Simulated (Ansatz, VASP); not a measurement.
**Li: VASP beside Ansatz**

Contents of INCAR:

```
  ALGO = Normal
  EDIFF = 1E-6
  EDIFFG = -0.04
  ENCUT = 600
  GGA = PS
  IBRION = 2
  ISIF = 3
  ISMEAR = 0
  LASPH = T
  LCHARG = F
  LREAL = F
  LWAVE = F
  NELM = 60
  NSW = 90
  PREC = Accurate
  SIGMA = 0.1
```

Contents of KPOINTS:

```
k-points
0
Gamma
  9 9 9
```

Contents of POSCAR:

```
Li
1.0
    2.3756405153      1.3715766910      1.0391030316
   -2.3756405153      1.3715766910      1.0391030316
    0.0000000000     -2.7431533820      1.0391030316
Li
1
Direct
    0.5000000000      0.5000000000      0.5000000000
```

Input for Ansatz:

```yaml
crystal:
  lattice:
    - [2.3756405153, 1.371576691, 1.0391030316]
    - [-2.3756405153, 1.371576691, 1.0391030316]
    - [0.0, -2.743153382, 1.0391030316]
  atoms:
    - { symbol: Li, position: [0.5, 0.5, 0.5] }
basis:
  ecutwfc: 420
kpoints:
  mp_grid: { grid: [9, 9, 9] }
hamiltonian:
  xc: pbesol
scf:
  occupations: { method: gaussian, width: 0.1 }
  lower_state_search: "off"
output:
  forces: true
  stress: true
  eigenvalues: true
relax:
  adjacent_minimum: "off"
  f_tol: 0.04
  max_steps: 70
  cell: { stress_tol: 0.4 }
```

Alike in both runs: task relaxation of cell and atoms; functional PBEsol; k mesh 9 × 9 × 9; occupations gaussian, width 0.1 eV; no spin polarisation.

|  | VASP | Ansatz |
| --- | --- | --- |
| version | VASP 6.6.1 | Ansatz 0.2.0 |
| potentials or method | VASP PAW PBE potentials, release 64 (Li_sv), cutoff 600 eV | scalar-relativistic, plane waves, PAW |
| valence electrons in the cell | 3 | 3 |

```csv
,VASP,Ansatz,Ansatz less VASP
"gap on the k mesh at the Fermi level, each at its own relaxed structure (eV)",none,none,-
relaxed volume (Å³/atom),19.83,20.24,+0.414
relaxed cell length with the largest relative difference (Å),2.952,2.974,+0.0223
```

VASP's potentials were made for PBE, not for PBEsol. A gap of «none» marks a metal or a gap that the smearing closes.

Noted on VASP's run: the cutoff is short for stress, so the pressure is rough.
